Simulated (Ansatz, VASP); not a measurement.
Given: the input of a run of Ansatz 0.2.0 on SiC.

File input.yaml:

```yaml
crystal:
  lattice:
    - [3.0550512851, 0.0, 0.0]
    - [-1.5275256425, 2.6457520228, 0.0]
    - [0.0, 0.0, 10.0030562121]
  atoms:
    - { symbol: Si, position: [0.0, 0.0, 0.18789438] }
    - { symbol: Si, position: [0.0, 0.0, 0.68789438] }
    - { symbol: Si, position: [0.3333333333, 0.6666666667, 0.43784198] }
    - { symbol: Si, position: [0.6666666667, 0.3333333333, 0.93784198] }
    - { symbol: C, position: [0.0, 0.0, 0.00046005] }
    - { symbol: C, position: [0.0, 0.0, 0.50046005] }
    - { symbol: C, position: [0.3333333333, 0.6666666667, 0.24980259] }
    - { symbol: C, position: [0.6666666667, 0.3333333333, 0.74980259] }
hamiltonian:
  xc: { exchange: slater, correlation: vwn5 }
  pseudopotentials: { kind: paw }
kpoints:
  mp_grid: { grid: [10, 10, 3] }
scf:
  occupations: { method: fermi_dirac, width: 0.05 }
output:
  forces: true
  stress: true
  eigenvalues: true
```

Potentials or basis: Ansatz PAW.

The run is started by

```console
$ ansatz run input.yaml --threads 2 --pin off --max-ram 5120MiB --backend cpu --events-out ev --progress --plain --runs-dir out
```

Problem. Translate it to VASP 6.6.1. Potentials there: VASP PAW PBE potentials, release 64 (Si, C).

Solution. As run (the cutoff follows the program's own potentials):

Contents of INCAR:

```
ALGO = Normal
EDIFF = 1E-6
ENCUT = 520
GGA = VW
ISIF = 2
ISMEAR = -1
LASPH = True
LCHARG = False
LREAL = False
LWAVE = False
NBANDS = 26
NELM = 60
PREC = Accurate
SIGMA = 0.05
```

KPOINTS

```
k-points
0
Gamma
  10 10 3
```

The input POSCAR:

```
SiC
1.0
    3.0550512851      0.0000000000      0.0000000000
   -1.5275256425      2.6457520228      0.0000000000
    0.0000000000      0.0000000000     10.0030562121
Si C
4 4
Direct
    0.0000000000      0.0000000000      0.1878943800
    0.0000000000      0.0000000000      0.6878943800
    0.3333333333      0.6666666667      0.4378419800
    0.6666666667      0.3333333333      0.9378419800
    0.0000000000      0.0000000000      0.0004600500
    0.0000000000      0.0000000000      0.5004600500
    0.3333333333      0.6666666667      0.2498025900
    0.6666666667      0.3333333333      0.7498025900
```

Potentials or basis: VASP PAW PBE potentials, release 64 (Si, C).

Command:

```console
$ cat potpaw_PBE.64/Si/POTCAR potpaw_PBE.64/C/POTCAR > POTCAR
$ mpirun -np 1 vasp_std > vasp.out
```

Both were run:

|  | VASP | Ansatz | Ansatz less VASP |
| --- | --- | --- | --- |
| gap on the k mesh at the Fermi level (eV) | 2.18 | 2.18 | +0.003 |
| least direct gap on the mesh (eV) | 3.32 | 3.31 | -0.007 |
| pressure (GPa) | 1.9 | 0.6 | -1.38 |
| traceless stress, the component that is largest in VASP (GPa) | -0.08 | -0.08 | -0.004 |

VASP's potentials were made for PBE, not for SVWN5.

Noted on Ansatz's run: odd divisions of the mesh miss points on the zone boundary, where band edges often lie, so the gap on the mesh can be too wide.
